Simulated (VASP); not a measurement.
Set up this calculation in VASP 6.6.1, as the native input.

| Property | Result |
| --- | --- |
| Task | single point |
| Functional | LDA |
| Potentials or basis | VASP PAW LDA potentials, release 64 (Al) |
| Cutoff | 500 eV |
| k mesh | 6 × 6 × 2 |
| Occupations | gaussian, width 0.1 eV |
| Spin | collinear spin |
| Starting moments | [0.0, 2.0] μB |
| Dipole correction | no |
| Further INCAR settings | ALGO = Normal; EDIFF = 1e-06; NBANDS = 14 |

The structure of Al lies in POSCAR:

```
Al
1.0
    2.7530868757      0.0000000000      0.0000000000
   -1.3765434378      2.3842431732      0.0000000000
    0.0000000000      0.0000000000      4.7641150476
Al
2
Direct
    0.6666666667      0.3333333333      0.7500000000
    0.3333333333      0.6666666667      0.2500000000
```

One way to write it, as run:

INCAR

```
SYSTEM = Al
  PREC = Accurate
  ENCUT = 500
  EDIFF = 1E-6
  ISMEAR = 0
  SIGMA = 0.1
  LREAL = .FALSE.
  LASPH = .TRUE.
  NELM = 200
  ALGO = Normal
  ISIF = 2
  LWAVE = .FALSE.
  LCHARG = .FALSE.
  ISPIN = 2
  MAGMOM = 0 2
  LORBIT = 11
  NBANDS = 14
  GGA_COMPAT = .FALSE.
```

KPOINTS

```
Automatic mesh
0
G
  6 6 2
  0 0 0
```

Potentials or basis: VASP PAW LDA potentials, release 64 (Al).

Run with:

```console
$ cat potpaw_LDA.64/Al/POTCAR > POTCAR
$ mpirun -np 1 vasp_std > vasp.out
```

Results of the run:

```yaml
Pressure: 1.7 GPa
Band_gap_on_the_k_mesh: zero (filled and empty bands overlap)
Net_moment: 0.03 μB per cell
Valence_electrons_inside_the_program's_atomic_spheres: Al 0.81
```

Caveat: the k points lie up to 0.66 Å⁻¹ apart.

It took 15 s on 1 thread of AMD EPYC 7R13 (shared host), peak memory 0.1 GiB.
